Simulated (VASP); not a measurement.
# YSbI6 (Cmmm) in VASP: a series of runs

YSbI6 is run at these levels: PBE; tasks: single point, relaxation of cell and atoms.

Everything below comes from runs of VASP 6.6.1. Logs are shortened: lines on timing, memory, paths and dates and some standing lists are left out, and cuts for length are marked.

**1. The cell of the first run**

Symmetry: Cmmm, No. 65, orthorhombic system. Conventional cell: a = 7.416 Å, b = 7.642 Å, c = 10.281 Å, α = 90.00°, β = 90.00°, γ = 90.00°. Y (site symmetry mmm) has 8 I at 3.29 Å and 4 Sb at 3.71 to 3.82 Å within 4.3 Å. Within 4.3 Å of Sb (site symmetry mmm) lie 8 I at 3.29 Å and 4 Y at 3.71 to 3.82 Å. Within 4.9 Å of I (site symmetry mmm) lie 12 I at 3.71 to 4.16 Å. I (site symmetry mmm) has 12 I at 3.71 to 4.16 Å within 4.9 Å. Within 4.3 Å of I (site symmetry 2) lie 2 Y at 3.29 Å and 2 Sb at 3.29 Å and 9 I at 3.71 to 4.16 Å.

The cell was generated, and may not be a known phase.

**2. Single point, PBE**

File INCAR:

```
SYSTEM = YSbI6
PREC = Accurate ; ENCUT = 520
EDIFF = 1E-7 ; ISMEAR = 0
SIGMA = 0.1 ; LREAL = .FALSE.
LASPH = .TRUE. ; NELM = 60
ALGO = Normal ; ISIF = 2
LWAVE = .FALSE. ; LCHARG = .FALSE.
GGA = PE ; NBANDS = 39
```

File KPOINTS:

```
Automatic mesh
0
G
  4 4 2
  0 0 0
```

File POSCAR:

```
YSbI6
1.0
    3.7081956142     -3.8210498998      0.0000000000
    3.7081956142      3.8210498998      0.0000000000
    0.0000000000      0.0000000000     10.2809829678
Y Sb I
1 1 6
Direct
    0.5000000000      0.5000000000      0.0000000000
    0.0000000000      0.0000000000      0.0000000000
    0.5000000000      0.5000000000      0.5000000000
    0.0000000000      0.0000000000      0.5000000000
    0.0000000000      0.5000000000      0.1887344904
    0.5000000000      0.0000000000      0.8112655096
    0.0000000000      0.5000000000      0.8112655096
    0.5000000000      0.0000000000      0.1887344904
```

Potentials or basis: VASP PAW PBE potentials, release 64 (Y_sv, Sb, I).

Launch:

```bash
cat potpaw_PBE.64/Y_sv/POTCAR potpaw_PBE.64/Sb/POTCAR potpaw_PBE.64/I/POTCAR > POTCAR
mpirun -np 1 vasp_std > vasp.out
```

OUTCAR:

```text
SYSTEM = YSbI6
   PREC = Accurate
   ENCUT = 520
   EDIFF = 1E-7
   ISMEAR = 0
   LREAL = .FALSE.
   LASPH = .TRUE.
   NELM = 60
   ISIF = 2
   GGA = PE

 ion  position               nearest neighbor table
   1  0.500  0.500  0.000-   5 3.29   6 3.29   7 3.29   8 3.29   6 3.29   8 3.29   5 3.29   7 3.29
                             2 3.71   2 3.71   2 3.82   2 3.82
   2  0.000  0.000  0.000-   5 3.29   6 3.29   7 3.29   8 3.29   5 3.29   7 3.29   6 3.29   8 3.29
                             1 3.71   1 3.71   1 3.82   1 3.82
   3  0.500  0.500  0.500-
   4  0.000  0.000  0.500-
   5  0.000  0.500  0.189-   1 3.29   2 3.29   2 3.29   1 3.29
   6  0.500  0.000  0.811-   1 3.29   2 3.29   1 3.29   2 3.29
   7  0.000  0.500  0.811-   1 3.29   2 3.29   2 3.29   1 3.29
   8  0.500  0.000  0.189-   1 3.29   2 3.29   1 3.29   2 3.29

  LATTYP: Found a base centered orthorhombic cell.
 ALAT       =     7.4163912284
 B/A-ratio  =     1.0304337466
 C/A-ratio  =     1.3862514330

  Lattice vectors:

 A1 = (   3.7081956142,  -3.8210498998,   0.0000000000)
 A2 = (   3.7081956142,   3.8210498998,   0.0000000000)
 A3 = (   0.0000000000,   0.0000000000,  10.2809829678)

Analysis of symmetry for initial positions (statically):
=====================================================================
 Subroutine PRICEL returns:
 Original cell was already a primitive cell.

 Routine SETGRP: Setting up the symmetry group for a
 base centered orthorhombic supercell.

 Subroutine GETGRP returns: Found  8 space group operations
 (whereof  8 operations were pure point group operations)
 out of a pool of  8 trial point group operations.

The static configuration has the point symmetry D_2h.

Analysis of symmetry for dynamics (positions and initial velocities):
=====================================================================
 Subroutine PRICEL returns:
 Original cell was already a primitive cell.

 Routine SETGRP: Setting up the symmetry group for a
 base centered orthorhombic supercell.

 Subroutine GETGRP returns: Found  8 space group operations
 (whereof  8 operations were pure point group operations)
 out of a pool of  8 trial point group operations.

The dynamic configuration has the point symmetry D_2h.

 Subroutine INISYM returns: Found  8 space group operations
 (whereof  8 operations are pure point group operations),
 and found     1 'primitive' translations

----------------------------------------------------------------------------------------

                                     Primitive cell

  volume of cell :     291.3466

  direct lattice vectors                    reciprocal lattice vectors
     3.708195614 -3.821049900  0.000000000     0.134836468 -0.130854088  0.000000000
     3.708195614  3.821049900  0.000000000     0.134836468  0.130854088  0.000000000
     0.000000000  0.000000000 10.280982968     0.000000000  0.000000000  0.097266964

  length of vectors
     5.324578580  5.324578580 10.280982968     0.187892697  0.187892697  0.097266964

  position of ions in fractional coordinates (direct lattice)
     0.500000000  0.500000000  0.000000000
     0.000000000  0.000000000  0.000000000
     0.500000000  0.500000000  0.500000000
     0.000000000  0.000000000  0.500000000
     0.000000000  0.500000000  0.188734490
     0.500000000  0.000000000  0.811265510
     0.000000000  0.500000000  0.811265510
     0.500000000  0.000000000  0.188734490

  ion indices of the primitive-cell ions
   primitive index   ion index
                 1           1
                 2           2
                 3           3
                 4           4
                 5           5
                 6           6
                 7           7
                 8           8

----------------------------------------------------------------------------------------

 KPOINTS: Automatic mesh

Automatic generation of k-mesh.
 Grid dimensions read from file:
 generate k-points for:    4    4    2

 Generating k-lattice:

  Cartesian coordinates                     Fractional coordinates (reciprocal lattice)
     0.033709117 -0.032713522  0.000000000     0.250000000  0.000000000  0.000000000
     0.033709117  0.032713522  0.000000000     0.000000000  0.250000000  0.000000000
     0.000000000  0.000000000  0.048633482     0.000000000  0.000000000  0.500000000

  Length of vectors
     0.046973174  0.046973174  0.048633482

  Shift w.r.t. Gamma in fractional coordinates (k-lattice)
     0.000000000  0.000000000  0.000000000

 Subroutine IBZKPT returns following result:
 ===========================================

 Found     14 irreducible k-points:

 Following reciprocal coordinates:
            Coordinates               Weight
  0.000000  0.000000  0.000000      1.000000
  0.250000 -0.000000  0.000000      4.000000
  0.500000 -0.000000  0.000000      2.000000
  0.250000  0.250000  0.000000      2.000000
  0.500000  0.250000  0.000000      4.000000
 -0.250000  0.250000  0.000000      2.000000
  0.500000  0.500000  0.000000      1.000000
  0.000000  0.000000  0.500000      1.000000
  0.250000 -0.000000  0.500000      4.000000
  0.500000 -0.000000  0.500000      2.000000
  0.250000  0.250000  0.500000      2.000000
  0.500000  0.250000  0.500000      4.000000
 -0.250000  0.250000  0.500000      2.000000
  0.500000  0.500000  0.500000      1.000000
   k-points           NKPTS =     14   k-points in BZ     NKDIM =     14   number of bands    NBANDS=     39
   number of dos      NEDOS =    301   number of ions     NIONS =      8
   total plane-waves  NPLWV = 128000
   dimension x,y,z NGX =    40 NGY =   40 NGZ =   80
   dimension x,y,z NGXF=    80 NGYF=   80 NGZF=  160
   ions per type =               1   1   6
   NGX,Y,Z   is equivalent  to a cutoff of  12.49, 12.49, 12.94 a.u.
   NGXF,Y,Z  is equivalent  to a cutoff of  24.98, 24.98, 25.87 a.u.
 SYSTEM =  YSbI6
   PREC   = accura    normal or accurate (medium, high low for compatibility)
   ISTART =      0    job   : 0-new  1-cont  2-samecut
   ICHARG =      2    charge: 1-file 2-atom 10-const
   ISPIN  =      1    spin polarized calculation?
   LNONCOLLINEAR =      F non collinear calculations
   LSORBIT =      F    spin-orbit coupling
   LASPH  =      T    aspherical Exc in radial PAW
   ENCUT  =  520.0 eV  38.22 Ry    6.18 a.u.   9.90  9.90 19.12*2*pi/ulx,y,z
   NELM   =     60;   NELMIN=  2; NELMDL= -5     # of ELM steps
   EDIFF  = 0.1E-06   stopping-criterion for ELM
   LREAL  =      F    real-space projection
   EDIFFG = 0.1E-05   stopping-criterion for IOM
   NSW    =      0    number of steps for IOM
   IBRION =     -1    ionic relax: 0-MD 1-quasi-New 2-CG
   NFREE  =      0    steps in history (QN), initial steepest desc. (CG)
   ISIF   =      2    stress and relaxation
   ISYM   =      2    0-nonsym 1-usesym 2-fastsym
   POTIM  = 0.5000    time-step for ionic-motion
   TEBEG  =    0.0;   TEEND  =   0.0 temperature during run
   PSTRESS=    0.0 pullay stress
   NELECT =      58.0000    total number of electrons
   NUPDOWN=      -1.0000    fix difference up-down
   EMIN   =  10.00;   EMAX   =-10.00  energy-range for DOS
   EFERMI =   0.00;   METHOD = LEGACY
   ISMEAR =     0;   SIGMA  =   0.10  broadening in eV -4-tet -1-fermi 0-gaus
   EFERMI_NEDOS =   21; number of points for ismear=-14 and -15
   IALGO  =     38    algorithm
   IMIX   =      4    mixing-type and parameters
     AMIX     =   0.40;   BMIX     =  1.00
     AMIX_MAG =   1.60;   BMIX_MAG =  1.00
  volume/ion in A,a.u.               =      36.42       245.76
  Fermi-wavevector in a.u.,A,eV,Ry     =   0.955904  1.806396 12.432351  0.913752
  Thomas-Fermi vector in A             =   2.084784
   LORBIT       =      0    0 simple, 1 ext, 2 COOP (PROOUT), +10 PAW based schemes
   GGA     = PE    functional components
   LHFCALC =     F    Hartree Fock is set to
   AEXX    =    0.0000 exact exchange contribution
   IVDW    =     0    specifies the selected vdW correction
   LEPSILON=     F    determine dielectric tensor
   LRPA    =     F    only Hartree local field effects (RPA)
 non-spin polarized calculation
 Gauss-broadening in eV      SIGMA  =   0.10
  energy-cutoff  :      520.00
  volume of cell :      291.35
 maximum number of plane-waves:      7872
   NGX = 19   NGY = 19   NGZ = 39

 number of electron      58.0000010 magnetization

 Free energy of the ion-electron system (eV)
  ---------------------------------------------------
  ext. energy  EPLUGINS =         0.00000000
  ---------------------------------------------------
  free energy    TOTEN  =       -22.31510013 eV

  energy without entropy =      -22.27129917  energy(sigma->0) =      -22.29319965

 E-fermi :   4.6072     XC(G=0):  -8.7661

 val. band max:        4.5842517460   @ k =   0.5000   0.2500   0.5000
 cond. band min:       4.6171353836   @ k =  -0.2500   0.2500   0.5000
 fundamental gap:      0.0328836376
 Fermi energy:         4.6071843857

 k-point     1 :       0.0000    0.0000    0.0000
  band No.  band energies     occupation
      1     -39.7390      2.00000
      2     -19.7037      2.00000
      3     -19.6695      2.00000
      4     -19.6320      2.00000
      5      -9.6374      2.00000
      6      -9.0358      2.00000
[... 31 lines left out ...]
     38       7.1838      0.00000
     39       8.5522      0.00000

 k-point     2 :       0.2500   -0.0000    0.0000
  band No.  band energies     occupation
      1     -39.7390      2.00000
      2     -19.7026      2.00000
      3     -19.6721      2.00000
      4     -19.6341      2.00000
      5      -9.4430      2.00000
      6      -8.9133      2.00000
[... 493 lines left out ...]
     38       7.5110      0.00000
     39       9.1613      0.00000

 k-point    14 :       0.5000    0.5000    0.5000
  band No.  band energies     occupation
      1     -39.7388      2.00000
      2     -19.6993      2.00000
      3     -19.6791      2.00000
      4     -19.6411      2.00000
      5      -8.8579      2.00000
      6      -8.7497      2.00000
[... 31 lines left out ...]
     38       8.1263      0.00000
     39      10.0799      0.00000

------------------------ aborting loop because EDIFF is reached ----------------------------------------

  FORCE on cell =-STRESS in cart. coord.  units (eV):
  Direction    XX          YY          ZZ          XY          YZ          ZX
  --------------------------------------------------------------------------------------
  -------------------------------------------------------------------------------------
  Total        0.0844378      0.0603667     -0.0169873     -0.0000000      0.0000000      0.0000000
  in kB        0.4643413      0.3319694     -0.0934170     -0.0000000      0.0000000      0.0000000
  external PRESSURE =       0.2342979 kB  Pullay stress =       0.0000000 kB

 VOLUME and BASIS-vectors are now :
 -----------------------------------------------------------------------------
  energy-cutoff  :      520.00
  volume of cell :      291.35
      direct lattice vectors                 reciprocal lattice vectors
     3.708195614 -3.821049900  0.000000000     0.134836468 -0.130854088  0.000000000
     3.708195614  3.821049900  0.000000000     0.134836468  0.130854088  0.000000000
     0.000000000  0.000000000 10.280982968     0.000000000  0.000000000  0.097266964

 POSITION                                       TOTAL-FORCE (eV/Angst)
 -----------------------------------------------------------------------------------
      3.70820      0.00000      0.00000         0.000000      0.000000      0.000000
      0.00000      0.00000      0.00000         0.000000     -0.000000      0.000000
      3.70820      0.00000      5.14049         0.000000      0.000000      0.000000
      0.00000      0.00000      5.14049         0.000000     -0.000000      0.000000
      1.85410      1.91052      1.94038         0.000000     -0.000000      0.005560
      1.85410     -1.91052      8.34061        -0.000000     -0.000000     -0.005560
      1.85410      1.91052      8.34061        -0.000000     -0.000000     -0.005560
      1.85410     -1.91052      1.94038        -0.000000     -0.000000      0.005560
 -----------------------------------------------------------------------------------
    total drift:                                0.000000      0.000000     -0.000000

  FREE ENERGIE OF THE ION-ELECTRON SYSTEM (eV)
  ---------------------------------------------------
  free  energy   TOTEN  =       -22.3151001302 eV

  energy  without entropy=      -22.2712991686  energy(sigma->0) =      -22.29319965
```

Run time: 2.4 min. Hardware: 1 thread of AMD EPYC 9R45 (Zen 5), shared host; peak memory 0.42 GiB.

Results:

- Free energy: -22.3151 eV
- Pressure: 0.0 GPa
- Largest force: 0.006 eV/Å
- Band gap on the k mesh: zero (bands 29 and 30 overlap by 0.62 eV)

Forces in eV/Å, atoms in the order of the input:
```
Y    0.000  0.000  0.000
Sb   0.000  0.000  0.000
I    0.000  0.000  0.000
I    0.000  0.000  0.000
I    0.000  0.000  0.006
I    0.000  0.000 -0.006
I    0.000  0.000 -0.006
I    0.000  0.000  0.006
```

Caveat: spin-orbit coupling is left out, which moves the levels of the heavy elements; this functional lacks dispersion, which binds layers or chains, so the pressure and a relaxed spacing across them are unreliable.

**3. Relaxation of cell and atoms, PBE**

This run uses another cell than the first one, of 42.29 Å³/atom.

File INCAR:

```
SYSTEM = YSbI6
ALGO     = Normal         ! electronic algorithm
EDIFF    = 1E-6           ! SCF threshold, eV
EDIFFG   = -0.04          ! ionic threshold
ENCUT    = 600            ! plane-wave cutoff, eV
GGA      = PE             ! functional
IBRION   = 2              ! ionic algorithm
ISIF     = 3              ! what is computed and relaxed
ISMEAR   = 0              ! smearing method
LASPH    = .True.         ! aspherical terms in the spheres
LCHARG   = .False.        ! write CHGCAR
LREAL    = .False.        ! projectors in reciprocal space
LWAVE    = .False.        ! write WAVECAR
NELM     = 100            ! most SCF steps
NSW      = 90             ! ionic steps
PREC     = Accurate       ! precision mode
SIGMA    = 0.1            ! smearing width, eV
```

File KPOINTS:

```
k-points
0
Gamma
  4 4 2
  0 0 0
```

File POSCAR:

```
YSbI6
1.0
    3.3656993100     -3.9921373100      0.0000000000
    3.3656993100      3.9921373100      0.0000000000
    0.0000000000      0.0000000000     12.5884189800
Y Sb I
1 1 6
Direct
    0.5000000000      0.5000000000      0.0000000000
    0.0000000000      0.0000000000      0.0000000000
    0.5000000000      0.5000000000      0.5000000000
    0.0000000000      0.0000000000      0.5000000000
    0.0000000000      0.5000000000      0.1685700000
    0.5000000000      0.0000000000      0.8314300000
    0.0000000000      0.5000000000      0.8314300000
    0.5000000000      0.0000000000      0.1685700000
```

Potentials or basis: VASP PAW PBE potentials, release 64 (Y_sv, Sb, I).

Launch:

```bash
cat potpaw_PBE.64/Y_sv/POTCAR potpaw_PBE.64/Sb/POTCAR potpaw_PBE.64/I/POTCAR > POTCAR
mpirun -np 1 vasp_std > vasp.out
```

It took 39 min on 1 thread of AMD EPYC 9R45 (Zen 5), shared host; peak memory 0.62 GiB.

Results (log left out):

| Property | Result |
| --- | --- |
| Free energy | -22.3116 eV |
| Relaxed volume | 36.87 Å³/atom |
| Relaxed cell | a = 5.338 Å, b = 5.338 Å, c = 10.376 Å, α = 90.00°, β = 90.00°, γ = 86.22° |
| Space group after relaxing (to 0.1 Å) | Cmmm (No. 65) |
| Energy gained by relaxing | 58.7 meV/atom |
| Ionic steps | 21 |
| Pressure after relaxing | 0.0 GPa |
| Largest force after relaxing | 0.008 eV/Å |
| Band gap on the k mesh | zero (bands 29 and 30 overlap by 0.63 eV) |

Forces on the atoms (eV/Å):
```
Y    0.000  0.000  0.000
Sb   0.000  0.000  0.000
I    0.000  0.000  0.000
I    0.000  0.000  0.000
I    0.000  0.000  0.008
I    0.000  0.000 -0.008
I    0.000  0.000 -0.008
I    0.000  0.000  0.008
```

Stress tensor (GPa, compression positive):
```
-0.16  0.00  0.00
 0.00  0.10  0.00
 0.00  0.00 -0.06
```

The path:
| step | energy change (eV) | largest force (eV/Å) | pressure (GPa) | volume (Å³) |
| --- | --- | --- | --- | --- |
| 1 | 0.0000 | 0.3744 | -0.02 | 338.28 |
| 2 | -0.1947 | 0.3081 | -0.15 | 337.85 |
| 3 | -0.2738 | 0.4033 | -0.26 | 334.32 |
| 4 | -0.3454 | 0.0884 | -0.36 | 336.10 |
| 5 | -0.3455 | 0.0690 | -0.36 | 336.20 |
| 6 | -0.3572 | 0.1622 | 0.03 | 330.10 |
| 7 | -0.3582 | 0.1956 | 0.16 | 328.03 |
| 8 | -0.3683 | 0.1846 | 0.15 | 326.40 |
| 9 | -0.3881 | 0.1555 | 0.14 | 321.43 |
| 10 | -0.4061 | 0.0810 | 0.33 | 311.20 |
| 11 | -0.4180 | 0.0510 | -0.39 | 315.67 |
| 12 | -0.4186 | 0.0272 | -0.26 | 314.84 |
| 13 | -0.4328 | 0.0258 | -0.24 | 311.96 |
| 14 | -0.4453 | 0.1143 | -0.15 | 307.13 |
| 15 | -0.4464 | 0.1475 | -0.10 | 305.32 |
| 16 | -0.4580 | 0.1355 | 0.07 | 300.19 |
| 17 | -0.4610 | 0.1147 | 0.36 | 293.13 |
| 18 | -0.4620 | 0.1251 | 0.25 | 295.53 |
| 19 | -0.4634 | 0.0762 | -0.34 | 296.94 |
| 20 | -0.4673 | 0.0164 | -0.07 | 296.28 |
| 21 | -0.4700 | 0.0084 | -0.04 | 294.97 |

Final structure:
```
Y Sb I
1.0
     3.89676   -3.64752    0.00000
     3.89676    3.64752    0.00000
     0.00000    0.00000   10.37642
Y Sb I
1 1 6
Cartesian
  3.8968 0.0000 10.3764
  0.0000 0.0000 10.3764
  3.8968 0.0000 5.1882
  0.0000 0.0000 5.1882
  1.9484 1.8238 1.9380
  1.9484 -1.8238 8.4384
  1.9484 1.8238 8.4384
  5.8451 1.8238 1.9380
```

Levels at points of the mesh, in eV from the Fermi level:
```tsv
k point	band 25	band 26	band 27	band 28	band 29	band 30	band 31	band 32	band 33	band 34
(0.00, 0.00, 0.00)	-1.62	-1.58	-0.87	-0.17	-0.17	0.29	0.30	0.33	0.55	0.71
(0.50, 0.00, 0.00)	-1.35	-1.28	-1.15	-0.93	-0.84	-0.14	0.25	0.71	1.73	2.32
(0.50, 0.50, 0.00)	-1.41	-1.10	-1.03	0.36	0.37	0.51	0.58	0.74	1.23	1.42
(0.00, 0.00, 0.50)	-1.58	-1.46	-0.88	-0.71	-0.11	0.18	0.29	0.30	0.47	0.80
(0.50, 0.00, 0.50)	-1.24	-1.19	-1.09	-1.09	-1.08	-0.26	0.17	0.70	1.78	2.34
(0.50, 0.50, 0.50)	-1.34	-1.05	-1.03	0.24	0.37	0.42	0.68	0.74	1.18	1.30
```

Caveat: a cell axis changed by over 15 % at a fixed basis, so the end point is rough; spin-orbit coupling is left out, which moves the levels of the heavy elements; this functional lacks dispersion, which binds layers or chains, so the pressure and a relaxed spacing across them are unreliable.

The gap in the log of VASP goes by the Fermi energy; the results here count the filled bands.